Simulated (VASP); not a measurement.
# TaN (P-6m2) in VASP: a series of runs

Runs on TaN. Level: PBEsol. Tasks: single point.

Everything below comes from runs of VASP 6.6.1. Logs are shortened: lines on timing, memory, paths and dates and some standing lists are left out, and cuts for length are marked.

## (1) The cell of the first run

The structure is hexagonal, space group P-6m2 (No. 187). The conventional cell has a = 2.997 Å, b = 2.997 Å, c = 2.978 Å, α = 90.00°, β = 90.00°, γ = 120.00°. Within 3.0 Å of Ta (site symmetry -6m2) lie 6 N at 2.28 Å and 8 Ta at 2.98 to 3.00 Å. Within 3.0 Å of N (site symmetry -6m2) lie 6 Ta at 2.28 Å and 8 N at 2.98 to 3.00 Å.

## (2) Single point, PBEsol

The input, INCAR:

```
SYSTEM = TaN
  ALGO = Normal
  EDIFF = 1E-7
  ENCUT = 520
  GGA = PS
  ISIF = 2
  ISMEAR = 0
  LASPH = .True.
  LCHARG = .False.
  LREAL = .False.
  LWAVE = .False.
  NBANDS = 15
  NELM = 60
  PREC = Accurate
  SIGMA = 0.15
```

The input, KPOINTS:

```
k-points
0
Gamma
  18 18 16
  0 0 0
```

The input, POSCAR:

```
TaN
1.0
    2.9971000000      0.0000000000      0.0000000000
   -1.4985500000      2.5955647377      0.0000000000
    0.0000000000      0.0000000000      2.9784000000
Ta N
1 1
Direct
    0.3333333333      0.6666666667      0.5000000000
    0.0000000000      0.0000000000      0.0000000000
```

Potentials or basis: VASP PAW PBE potentials, release 64 (Ta_pv, N).

Launch:

```bash
$ cat potpaw_PBE.64/Ta_pv/POTCAR potpaw_PBE.64/N/POTCAR > POTCAR
$ mpirun -np 1 vasp_std > vasp.out
```

OUTCAR:

```text
SYSTEM = TaN
   EDIFF = 1E-7
   ENCUT = 520
   GGA = PS
   ISIF = 2
   ISMEAR = 0
   LASPH = .True.
   LREAL = .False.
   NELM = 60
   PREC = Accurate

 ion  position               nearest neighbor table
   1  0.333  0.667  0.500-   2 2.28   2 2.28   2 2.28   2 2.28   2 2.28   2 2.28
   2  0.000  0.000  0.000-   1 2.28   1 2.28   1 2.28   1 2.28   1 2.28   1 2.28

  LATTYP: Found a hexagonal cell.
 ALAT       =     2.9971000000
 C/A-ratio  =     0.9937606353

  Lattice vectors:

 A1 = (   2.9971000000,   0.0000000000,   0.0000000000)
 A2 = (  -1.4985500000,   2.5955647377,   0.0000000000)
 A3 = (   0.0000000000,   0.0000000000,   2.9784000000)

Analysis of symmetry for initial positions (statically):
=====================================================================
 Subroutine PRICEL returns:
 Original cell was already a primitive cell.

 Routine SETGRP: Setting up the symmetry group for a
 hexagonal supercell.

 Subroutine GETGRP returns: Found 12 space group operations
 (whereof 12 operations were pure point group operations)
 out of a pool of 24 trial point group operations.

The static configuration has the point symmetry D_3h.

Analysis of symmetry for dynamics (positions and initial velocities):
=====================================================================
 Subroutine PRICEL returns:
 Original cell was already a primitive cell.

 Routine SETGRP: Setting up the symmetry group for a
 hexagonal supercell.

 Subroutine GETGRP returns: Found 12 space group operations
 (whereof 12 operations were pure point group operations)
 out of a pool of 24 trial point group operations.

The dynamic configuration has the point symmetry D_3h.

 Subroutine INISYM returns: Found 12 space group operations
 (whereof 12 operations are pure point group operations),
 and found     1 'primitive' translations

----------------------------------------------------------------------------------------

                                     Primitive cell

  volume of cell :      23.1695

  direct lattice vectors                    reciprocal lattice vectors
     2.997100000  0.000000000  0.000000000     0.333655867  0.192636305  0.000000000
    -1.498550000  2.595564738  0.000000000     0.000000000  0.385272610  0.000000000
     0.000000000  0.000000000  2.978400000     0.000000000  0.000000000  0.335750739

  length of vectors
     2.997100000  2.997100000  2.978400000     0.385272610  0.385272610  0.335750739

  position of ions in fractional coordinates (direct lattice)
     0.333333333  0.666666667  0.500000000
     0.000000000  0.000000000  0.000000000

  ion indices of the primitive-cell ions
   primitive index   ion index
                 1           1
                 2           2

----------------------------------------------------------------------------------------

 KPOINTS: k-points

Automatic generation of k-mesh.
 Grid dimensions read from file:
 generate k-points for:   18   18   16

 Generating k-lattice:

  Cartesian coordinates                     Fractional coordinates (reciprocal lattice)
     0.018536437  0.010702017  0.000000000     0.055555556  0.000000000  0.000000000
     0.000000000  0.021404034  0.000000000     0.000000000  0.055555556  0.000000000
     0.000000000  0.000000000  0.020984421     0.000000000  0.000000000  0.062500000

  Length of vectors
     0.021404034  0.021404034  0.020984421

  Shift w.r.t. Gamma in fractional coordinates (k-lattice)
     0.000000000  0.000000000  0.000000000

 Subroutine IBZKPT returns following result:
 ===========================================

 Found    333 irreducible k-points:

 Following reciprocal coordinates:
            Coordinates               Weight
  0.000000  0.000000  0.000000      1.000000
  0.055556 -0.000000  0.000000      6.000000
  0.111111 -0.000000  0.000000      6.000000
  0.166667 -0.000000  0.000000      6.000000
  0.222222 -0.000000  0.000000      6.000000
  0.277778 -0.000000  0.000000      6.000000
[... 16 lines left out ...]
  0.333333  0.111111  0.000000     12.000000
  0.388889  0.111111  0.000000     12.000000
 [... further k-points ...]
   k-points           NKPTS =    333   k-points in BZ     NKDIM =    333   number of bands    NBANDS=     15
   number of dos      NEDOS =    301   number of ions     NIONS =      2
   total plane-waves  NPLWV =  13824
   dimension x,y,z NGX =    24 NGY =   24 NGZ =   24
   dimension x,y,z NGXF=    48 NGYF=   48 NGZF=   48
   ions per type =               1   1
   NGX,Y,Z   is equivalent  to a cutoff of  13.31, 13.31, 13.40 a.u.
   NGXF,Y,Z  is equivalent  to a cutoff of  26.63, 26.63, 26.79 a.u.
 SYSTEM =  TaN
   PREC   = accura    normal or accurate (medium, high low for compatibility)
   ISTART =      0    job   : 0-new  1-cont  2-samecut
   ICHARG =      2    charge: 1-file 2-atom 10-const
   ISPIN  =      1    spin polarized calculation?
   LNONCOLLINEAR =      F non collinear calculations
   LSORBIT =      F    spin-orbit coupling
   LASPH  =      T    aspherical Exc in radial PAW
   ENCUT  =  520.0 eV  38.22 Ry    6.18 a.u.   5.57  5.57  5.54*2*pi/ulx,y,z
   NELM   =     60;   NELMIN=  2; NELMDL= -5     # of ELM steps
   EDIFF  = 0.1E-06   stopping-criterion for ELM
   LREAL  =      F    real-space projection
   EDIFFG = 0.1E-05   stopping-criterion for IOM
   NSW    =      0    number of steps for IOM
   IBRION =     -1    ionic relax: 0-MD 1-quasi-New 2-CG
   NFREE  =      0    steps in history (QN), initial steepest desc. (CG)
   ISIF   =      2    stress and relaxation
   ISYM   =      2    0-nonsym 1-usesym 2-fastsym
   POTIM  = 0.5000    time-step for ionic-motion
   TEBEG  =    0.0;   TEEND  =   0.0 temperature during run
   PSTRESS=    0.0 pullay stress
   NELECT =      16.0000    total number of electrons
   NUPDOWN=      -1.0000    fix difference up-down
   EMIN   =  10.00;   EMAX   =-10.00  energy-range for DOS
   EFERMI =   0.00;   METHOD = LEGACY
   ISMEAR =     0;   SIGMA  =   0.15  broadening in eV -4-tet -1-fermi 0-gaus
   EFERMI_NEDOS =   21; number of points for ismear=-14 and -15
   IALGO  =     38    algorithm
   IMIX   =      4    mixing-type and parameters
     AMIX     =   0.40;   BMIX     =  1.00
     AMIX_MAG =   1.60;   BMIX_MAG =  1.00
  volume/ion in A,a.u.               =      11.58        78.18
  Fermi-wavevector in a.u.,A,eV,Ry     =   1.447025  2.734481 28.488996  2.093882
  Thomas-Fermi vector in A             =   2.565027
   LORBIT       =      0    0 simple, 1 ext, 2 COOP (PROOUT), +10 PAW based schemes
   GGA     = PS    functional components
   LHFCALC =     F    Hartree Fock is set to
   AEXX    =    0.0000 exact exchange contribution
   IVDW    =     0    specifies the selected vdW correction
   LEPSILON=     F    determine dielectric tensor
   LRPA    =     F    only Hartree local field effects (RPA)
 non-spin polarized calculation
 Gauss-broadening in eV      SIGMA  =   0.15
  energy-cutoff  :      520.00
  volume of cell :       23.17
 maximum number of plane-waves:       653
 NGX is ok and might be reduce to    24

 number of electron      15.9999999 magnetization

 Free energy of the ion-electron system (eV)
  ---------------------------------------------------
  ext. energy  EPLUGINS =         0.00000000
  ---------------------------------------------------
  free energy    TOTEN  =       -23.64046871 eV

  energy without entropy =      -23.63972171  energy(sigma->0) =      -23.64009521

 E-fermi :   7.3164     XC(G=0): -13.1161

 val. band max:        7.2756885866   @ k =   0.0000   0.0000   0.4375
 cond. band min:       7.3439775857   @ k =   0.0556  -0.0000   0.5000
 fundamental gap:      0.0682889991
 Fermi energy:         7.3164255846

 k-point     1 :       0.0000    0.0000    0.0000
  band No.  band energies     occupation
      1     -27.6738      2.00000
      2     -27.4001      2.00000
      3     -27.4001      2.00000
      4      -9.8228      2.00000
      5       3.1933      2.00000
      6       3.1933      2.00000
      7       3.4027      2.00000
      8       4.4633      2.00000
      9       9.1253      0.00000
     10      10.5569      0.00000
     11      10.5569      0.00000
     12      10.9013      0.00000
     13      10.9013      0.00000
     14      19.8713      0.00000
     15      20.4716      0.00000

 k-point     2 :       0.0556   -0.0000    0.0000
  band No.  band energies     occupation
      1     -27.6704      2.00000
      2     -27.4269      2.00000
      3     -27.4059      2.00000
      4      -9.7654      2.00000
      5       2.9885      2.00000
      6       3.2370      2.00000
      7       3.4939      2.00000
      8       4.3777      2.00000
      9       9.3447      0.00000
     10      10.4409      0.00000
     11      10.5676      0.00000
     12      10.8710      0.00000
     13      10.9835      0.00000
     14      19.8697      0.00000
     15      20.4700      0.00000

 k-point     3 :       0.1111   -0.0000    0.0000
  band No.  band energies     occupation
      1     -27.6606      2.00000
      2     -27.5032      2.00000
      3     -27.4226      2.00000
      4      -9.5988      2.00000
      5       2.4994      2.00000
      6       3.3608      2.00000
      7       3.7164      2.00000
      8       4.1447      2.00000
      9       9.7653      0.00000
     10      10.2840      0.00000
     11      10.6081      0.00000
     12      10.7849      0.00000
     13      11.1989      0.00000
     14      19.8568      0.00000
     15      20.4656      0.00000
[... 343 lines left out ...]
 k-point    23 :       0.3333    0.1111    0.0000
  band No.  band energies     occupation
      1     -28.1184      2.00000
      2     -27.6246      2.00000
      3     -27.5692      2.00000
      4      -7.9237      2.00000
      5      -0.1241      2.00000
      6       2.5856      2.00000
      7       3.4768      2.00000
      8       5.2087      2.00000
      9       9.4880      0.00000
     10       9.4957      0.00000
     11      11.7684      0.00000
     12      12.7531      0.00000
     13      14.2747      0.00000
     14      19.4406      0.00000
     15      20.4616      0.00000

 k-point    24 :       0.3889    0.1111    0.0000
  band No.  band energies     occupation
      1     -28.1770      2.00000
      2     -27.6456      2.00000
      3     -27.5598      2.00000
      4      -7.7305      2.00000
      5      -0.3224      2.00000
      6       2.4621      2.00000
      7       3.3580      2.00000
      8       5.2514      2.00000
      9       9.3619      0.00000
     10      10.1673      0.00000
     11      11.4949      0.00000
     12      12.8313      0.00000
     13      15.1303      0.00000
     14      18.4779      0.00000
     15      20.4529      0.00000

 [... further k-points ...]
[... 5 lines left out ...]
  --------------------------------------------------------------------------------------
  -------------------------------------------------------------------------------------
  Total       -3.2608141     -3.2608141     -4.6270604      0.0000000     -0.0000000      0.0000000
  in kB     -225.4864747   -225.4864747   -319.9629023      0.0000000     -0.0000000      0.0000000
  external PRESSURE =    -256.9786173 kB  Pullay stress =       0.0000000 kB

 VOLUME and BASIS-vectors are now :
 -----------------------------------------------------------------------------
  energy-cutoff  :      520.00
  volume of cell :       23.17
      direct lattice vectors                 reciprocal lattice vectors
     2.997100000  0.000000000  0.000000000     0.333655867  0.192636305  0.000000000
    -1.498550000  2.595564738  0.000000000     0.000000000  0.385272610  0.000000000
     0.000000000  0.000000000  2.978400000     0.000000000  0.000000000  0.335750739

 POSITION                                       TOTAL-FORCE (eV/Angst)
 -----------------------------------------------------------------------------------
     -0.00000      1.73038      1.48920        -0.000000      0.000000      0.000000
      0.00000      0.00000      0.00000         0.000000      0.000000      0.000000
 -----------------------------------------------------------------------------------
    total drift:                                0.000000     -0.000000     -0.000000

  FREE ENERGIE OF THE ION-ELECTRON SYSTEM (eV)
  ---------------------------------------------------
  free  energy   TOTEN  =       -23.6404687073 eV

  energy  without entropy=      -23.6397217057  energy(sigma->0) =      -23.64009521
```

It took 33 s on 1 thread of Intel Xeon Platinum 8559C (Emerald Rapids), shared host; peak memory 0.23 GiB.

What came out:

```yaml
Free_energy: -23.6405 eV
Pressure: -25.7 GPa
Band_gap_on_the_k_mesh: zero (band 8 reaches 7.66 eV, above the bottom of band 9 at 7.24 eV)
```

Stress tensor (GPa, compression positive):
```
-22.55   0.00   0.00
  0.00 -22.55   0.00
  0.00   0.00 -32.00
```

Caveat: the PAW data sets were made with another functional, which shifts forces and pressure a little; spin-orbit coupling is left out, which moves the levels of the heavy elements.

## (3) Single point, PBEsol

This run uses another cell than the first one, of the same volume but with other edges.

The input, INCAR:

```
SYSTEM = TaN
PREC = Accurate
ENCUT = 520
EDIFF = 1E-6
ISMEAR = 0
SIGMA = 0.15
LREAL = .False.
LASPH = .True.
NELM = 60
ALGO = Normal
ISIF = 2
LWAVE = .False.
LCHARG = .False.
GGA = PS
NBANDS = 15
```

The input, KPOINTS:

```
regular mesh
0
Gamma
  18 18 16
  0 0 0
```

The input, POSCAR:

```
TaN
1.0
    3.0337000000      0.0000000000      0.0000000000
   -1.5168500000      2.6272612675      0.0000000000
    0.0000000000      0.0000000000      2.9066000000
Ta N
1 1
Direct
    0.3333333333      0.6666666667      0.5000000000
    0.0000000000      0.0000000000      0.0000000000
```

Potentials or basis: VASP PAW PBE potentials, release 64 (Ta_pv, N).

Launch:

```bash
$ cat potpaw_PBE.64/Ta_pv/POTCAR potpaw_PBE.64/N/POTCAR > POTCAR
$ mpirun -np 1 vasp_std > vasp.out
```

It took 32 s on 1 thread of Intel Xeon Platinum 8559C (Emerald Rapids), shared host; peak memory 0.23 GiB.

It converged, with:

| Property | Result |
| --- | --- |
| Free energy | -23.6390 eV |
| Pressure | -24.8 GPa |
| Band gap on the k mesh | zero (band 8 reaches 7.63 eV, above the bottom of band 9 at 7.30 eV) |

Stress tensor (GPa, compression positive):
```
-28.34   0.00   0.00
  0.00 -28.34   0.00
  0.00   0.00 -17.73
```

Levels at points of the mesh, in eV from the Fermi level:
```tsv
k point	band 4	band 5	band 6	band 7	band 8	band 9	band 10	band 11	band 12	band 13
(0.00, 0.00, 0.00)	-17.20	-4.41	-4.41	-3.83	-2.65	1.52	3.41	3.41	3.64	3.64
(0.50, 0.00, 0.00)	-15.19	-7.93	-4.63	-3.19	-3.14	2.82	3.44	4.65	4.93	6.88
(0.00, 0.00, 0.50)	-14.82	-8.90	-3.66	-3.66	-0.05	-0.05	2.56	2.95	2.95	7.43
(0.50, 0.00, 0.50)	-15.30	-6.94	-5.87	-5.43	-0.37	3.65	4.70	5.61	6.40	9.28
```

Caveat: the PAW data sets were made with another functional, which shifts forces and pressure a little; spin-orbit coupling is left out, which moves the levels of the heavy elements.

## (4) Single point, PBEsol

This run uses another cell than the first one, of 11.72 Å³/atom, 1.011 times its volume.

The input, INCAR:

```
PREC     = Accurate       # precision mode
ENCUT    = 520            # plane-wave cutoff, eV
EDIFF    = 1E-7           # SCF threshold, eV
ISMEAR   = 0              # smearing method
SIGMA    = 0.15           # smearing width, eV
LREAL    = False          # projectors in reciprocal space
LASPH    = True           # aspherical terms in the spheres
NELM     = 60             # most SCF steps
ALGO     = Normal         # electronic algorithm
ISIF     = 2              # what is computed and relaxed
LWAVE    = False          # write WAVECAR
LCHARG   = False          # write CHGCAR
GGA      = PS             # functional
NBANDS   = 15             # bands
```

The input, KPOINTS:

```
Automatic mesh
0
Gamma
  18 18 16
```

The input, POSCAR:

```
TaN
1.0
    3.0702000000      0.0000000000      0.0000000000
   -1.5351000000      2.6588711947      0.0000000000
    0.0000000000      0.0000000000      2.8707423432
Ta N
1 1
Direct
    0.3333333333      0.6666666667      0.5000000000
    0.0000000000      0.0000000000      0.0000000000
```

Launch:

```bash
$ cat potpaw_PBE.64/Ta_pv/POTCAR potpaw_PBE.64/N/POTCAR > POTCAR
$ mpirun -np 1 vasp_std > vasp.out
```

Wall time 32 s (1 thread of Intel Xeon Platinum 8559C (Emerald Rapids), shared host); peak memory 0.23 GiB.

The run converged. Its results:

```
Free energy            : -23.5559 eV
Pressure               : -26.7 GPa
Band gap on the k mesh : zero (band 8 reaches 7.48 eV, above the bottom of band 9 at 7.22 eV)
```

Stress tensor (GPa, compression positive):
```
-34.47   0.00   0.00
  0.00 -34.47   0.00
  0.00   0.00 -11.18
```

Levels at points of the mesh, in eV from the Fermi level:
```tsv
k point	band 5	band 6	band 7	band 8	band 9	band 10	band 11	band 12
(0.00, 0.00, 0.00)	-4.55	-4.55	-3.76	-2.48	1.27	3.47	3.47	3.64
(0.50, 0.00, 0.00)	-7.91	-4.37	-3.24	-3.17	2.88	3.16	4.41	4.98
(0.00, 0.00, 0.50)	-8.80	-3.80	-3.80	-0.03	-0.03	2.76	2.76	2.81
(0.50, 0.00, 0.50)	-6.90	-5.80	-5.52	-0.30	3.52	4.49	5.61	6.22
```

Caveat: the PAW data sets were made with another functional, which shifts forces and pressure a little; spin-orbit coupling is left out, which moves the levels of the heavy elements.

## (5) The runs side by side

| cell | gap on the mesh (eV) | pressure (GPa) |
| --- | --- | --- |
| a = 2.997, b = 2.997, c = 2.978 Å, angles 90.0, 90.0, 120.0°, 2 atoms | none | -25.7 |
| a = 3.034, b = 3.034, c = 2.907 Å, angles 90.0, 90.0, 120.0°, 2 atoms | none | -24.8 |
| a = 3.070, b = 3.070, c = 2.871 Å, angles 90.0, 90.0, 120.0°, 2 atoms | none | -26.7 |

Alike in all rows: task single point; level PBEsol; potentials or basis VASP PAW PBE potentials, release 64 (Ta_pv, N); no spin polarisation; k mesh 18 × 18 × 16; cutoff (eV) 520; smearing gaussian 0.15 eV.

Caveats: the PAW data sets were made with another functional, which shifts forces and pressure a little; spin-orbit coupling is left out, which moves the levels of the heavy elements.

Total energies depend on the potentials used, so only differences within one code and one set of settings carry meaning.
